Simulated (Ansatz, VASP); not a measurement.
## Pt in VASP and in Ansatz

Contents of INCAR:

```
SYSTEM = Pt
ALGO = Fast ; EDIFF = 1E-6
ENCUT = 520 ; ISIF = 2
ISMEAR = 0 ; LASPH = .TRUE.
LCHARG = .TRUE. ; LELF = .TRUE.
LREAL = .FALSE. ; LVHAR = .TRUE.
LWAVE = .FALSE. ; NBANDS = 11
NELM = 100 ; PREC = Accurate
SIGMA = 0.15
```

The input KPOINTS:

```
k-points
0
G
  20 20 20
  0 0 0
```

File POSCAR:

```
Pt
1.0
    0.0000000000      1.9468328700      1.8786937196
    1.8932949661      0.0000000000      1.8786937196
    1.8932949661      1.9468328700      0.0000000000
Pt
1
Direct
    0.0000000000      0.0000000000      0.0000000000
```

Input for Ansatz:

```yaml
crystal:
  lattice:
    - [0.0, 1.94683287, 1.8786937196]
    - [1.8932949661, 0.0, 1.8786937196]
    - [1.8932949661, 1.94683287, 0.0]
  atoms:
    - { symbol: Pt, position: [0.0, 0.0, 0.0] }
basis:
  ecutwfc: 420
kpoints:
  mp_grid: { grid: [20, 20, 20] }
hamiltonian:
  xc: lda
scf:
  occupations: { method: gaussian, width: 0.15 }
output:
  forces: true
  stress: true
  eigenvalues: true
```

Change from the starting cell: normal strain along x -0.0275, normal strain along z -0.0350.

Alike in both runs: task single point; functional LDA; k mesh 20 × 20 × 20; occupations gaussian, width 0.15 eV; no spin polarisation.

```csv
,VASP,Ansatz
version,VASP 6.6.1,Ansatz 0.2.0
potentials or method,"VASP PAW LDA potentials, release 64 (Pt), cutoff 520 eV","scalar-relativistic, plane waves, PAW"
valence electrons in the cell,10,18
```

|  | VASP | Ansatz | Ansatz less VASP |
| --- | --- | --- | --- |
| gap on the k mesh at the Fermi level (eV) | none | none | - |
| pressure (GPa) | 24.4 | 23.4 | -1.07 |
| traceless stress, the component that is largest in VASP (GPa) | -3.41 | -3.41 | +0.002 |

LDA's correlation is that of Perdew and Zunger in VASP and of Perdew and Wang (1992) in Ansatz. A gap of «none» marks a metal or a gap that the smearing closes. VASP's potentials hold 10 valence electrons a cell and Ansatz's 18, so a difference there can come from the potentials and not from the codes.

Neither program's run includes spin-orbit coupling.
